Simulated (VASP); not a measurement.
Here is a VASP 6.6.1 calculation.

INCAR

```
SYSTEM = Br
ALGO     = Normal         ! electronic algorithm
EDIFF    = 1E-6           ! SCF threshold, eV
ENCUT    = 520            ! plane-wave cutoff, eV
GGA      = PE             ! functional
ISIF     = 2              ! what is computed and relaxed
ISMEAR   = -1             ! smearing method
LASPH    = .TRUE.         ! aspherical terms in the spheres
LCHARG   = .TRUE.         ! write CHGCAR
LELF     = .TRUE.         ! ELF
LREAL    = .FALSE.        ! projectors in reciprocal space
LVHAR    = .TRUE.       
LWAVE    = .FALSE.        ! write WAVECAR
NBANDS   = 22             ! bands
NELM     = 100            ! most SCF steps
PREC     = Accurate       ! precision mode
SIGMA    = 0.01           ! smearing width, eV
```

File KPOINTS:

```
k-points
0
G
  7 7 3
  0 0 0
```

Contents of POSCAR:

```
Br
1.0
    3.3350000000     -2.2400000000      0.0000000000
    3.3350000000      2.2400000000      0.0000000000
    0.0000000000      0.0000000000      8.7200000000
Br
4
Direct
    0.1350000000      0.8650000000      0.1100000000
    0.6350000000      0.3650000000      0.3900000000
    0.8650000000      0.1350000000      0.8900000000
    0.3650000000      0.6350000000      0.6100000000
```

Potentials or basis: VASP PAW PBE potentials, release 64 (Br).

The run is started by

```sh
$ cat potpaw_PBE.64/Br/POTCAR > POTCAR
$ mpirun -np 1 vasp_std > vasp.out
```

Question: What does it give for the largest force?

Answer: 1.214 eV/Å.

Question: What does it give for the band gap on the k mesh?

Answer: 1.90 eV, direct.

Question: What does it give for the pressure?

Answer: 2.9 GPa.

Forces on the atoms (eV/Å):
```
Br   0.000 -0.589  1.061
Br   0.000 -0.589 -1.061
Br   0.000  0.589 -1.061
Br   0.000  0.589  1.061
```

Caveat: forces of over 1 eV/Å act on the atoms, so gaps and moduli don't describe the material at rest. A k mesh can miss the band edges.
